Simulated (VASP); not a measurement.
A run of VASP 6.6.1 is set up as follows.

File INCAR:

```
ALGO = Normal
EDIFF = 1E-6
ENCUT = 600
GGA = PE
GGA_COMPAT = F
ISIF = 2
ISMEAR = 0
LASPH = T
LCHARG = F
LREAL = F
LWAVE = F
NBANDS = 7
NELM = 120
PREC = Accurate
SIGMA = 0.1
```

File KPOINTS:

```
k-points
0
Gamma
  14 14 14
```

POSCAR

```
Mg
1.0
    0.0000000000      2.2442560000      2.2442560000
    2.2442560000      0.0000000000      2.2442560000
    2.2442560000      2.2442560000      0.0000000000
Mg
1
Direct
   -0.0200511885      0.0200511885      0.0200511885
```

Potentials or basis: VASP PAW PBE potentials, release 64 (Mg).

Command:

```sh
$ cat potpaw_PBE.64/Mg/POTCAR > POTCAR
$ mpirun -np 1 vasp_std > vasp.out
```

Problem. What does it give for the band gap on the k mesh?

Solution. Zero (bands 1 and 2 overlap by 2.29 eV).

Problem. Predict the pressure.

Solution. 0.8 GPa.
